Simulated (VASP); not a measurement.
Here is a VASP 6.6.1 calculation.

The input INCAR:

```
  PREC = Accurate
  ENCUT = 650
  EDIFF = 1E-6
  ISMEAR = 0
  SIGMA = 0.02
  LREAL = F
  LASPH = T
  NELM = 200
  ALGO = Normal
  ISIF = 2
  LWAVE = F
  LCHARG = T
  ISPIN = 2
  MAGMOM = 0 0 0 0 0 0 0 0 0 0 0 0 0 0 0 0 0 0 0 0 0 0 0 0 0
  LORBIT = 11
  GGA = PE
  LELF = T
  LVHAR = T
  NBANDS = 88
  GGA_COMPAT = F
```

Contents of KPOINTS:

```
Automatic mesh
0
Gamma
  2 2 3
```

File POSCAR:

```
LiSi8O16
1.0
   -4.1520000000     -4.1520000000      0.0000000000
    4.1520000000     -4.1520000000      0.0000000000
    0.0000000000      0.0000000000      5.3180000000
Si O Li
8 16 1
Direct
    0.4943056358      0.4968323699     -0.0084285446
    0.0178067197      0.4849249759      0.2455415570
    0.4944171484      0.4970231214      0.4992484017
   -0.0058416426      0.5028351397      0.7454625799
    0.0064400289      0.0032391618     -0.0084608876
    0.4828800578      0.0151750963      0.2455387364
    0.0063125000      0.0030502168      0.4992677698
    0.5065992293     -0.0027950385      0.7454629560
    0.1957083333      0.4861536609     -0.0118999624
   -0.0031738921      0.1930922447      0.2454255359
    0.8031384875      0.5135255299      0.0027356149
    0.0309576108      0.8067947977      0.2454291087
    0.1957049615      0.4861750963      0.5027799925
   -0.0153261079      0.1980339595      0.7453153441
    0.8031529383      0.5136505299      0.4880579165
    0.0084649566      0.8054271435      0.7454868372
    0.6975977842     -0.0134376204      0.0026547574
    0.4698105732      0.6932585501      0.2454210229
    0.3050356455      0.0138906551     -0.0119734863
    0.5039513487      0.3069766378      0.2454298608
    0.6975897158     -0.0135930877      0.4881583302
    0.4923217726      0.6946076590      0.7454911621
    0.3050423892      0.0138706647      0.5028542685
    0.5160641859      0.3020367293      0.7453140278
    0.7503787331      0.7501330684      0.2442461452
```

Potentials or basis: VASP PAW PBE potentials, release 64 (Si, O, Li_sv).

Launch:

```bash
$ cat potpaw_PBE.64/Si/POTCAR potpaw_PBE.64/O/POTCAR potpaw_PBE.64/Li_sv/POTCAR > POTCAR
$ mpirun -np 1 vasp_std > vasp.out
```

(1) What does it give for the net moment?

(2) Predict the largest force.

(3) Predict the pressure.

Answers

(1) 0.00 μB per cell.

(2) 0.077 eV/Å.

(3) 33.9 GPa.

Caveat: the k points lie up to 0.54 Å⁻¹ apart; no moment was typed at the start, so none could form.
